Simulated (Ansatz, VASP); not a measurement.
# One calculation of BiRu, two programs

```xyz
2
Lattice="3.4116 0.0000 0.0000 0.0000 3.4116 0.0000 0.0000 0.0000 3.3712" Properties=species:S:1:pos:R:3 pbc="T T T"
Bi    1.7058    1.7058    1.6856
Ru    0.0000    0.0000    0.0000
```

Alike in both runs: functional PBE; k mesh 6 × 6 × 4; occupations gaussian, width 0.1 eV; no spin polarisation.

Ansatz relaxed the structure, and its values are those at the end. VASP's run is a single point on that final structure, the one shown.

```csv
,VASP,Ansatz
version,VASP 6.6.1,Ansatz 0.2.0
potentials or method,"VASP PAW PBE potentials, release 64 (Bi_d, Ru_pv), cutoff 520 eV","scalar-relativistic, plane waves, PAW"
valence electrons in the cell,29,31
```

```csv
,VASP,Ansatz,Ansatz less VASP
gap on the k mesh at the Fermi level (eV),none,none,-
pressure (GPa),0.0,0.0,-0.01
```

A gap of «none» marks a metal or a gap that the smearing closes. The functional is the same, so the differences come from potentials, cutoffs and numerics. VASP's potentials hold 29 valence electrons a cell and Ansatz's 31, so a difference there can come from the potentials and not from the codes.

The k mesh is coarse, so the values compare programs but aren't converged. Neither program's run includes spin-orbit coupling.
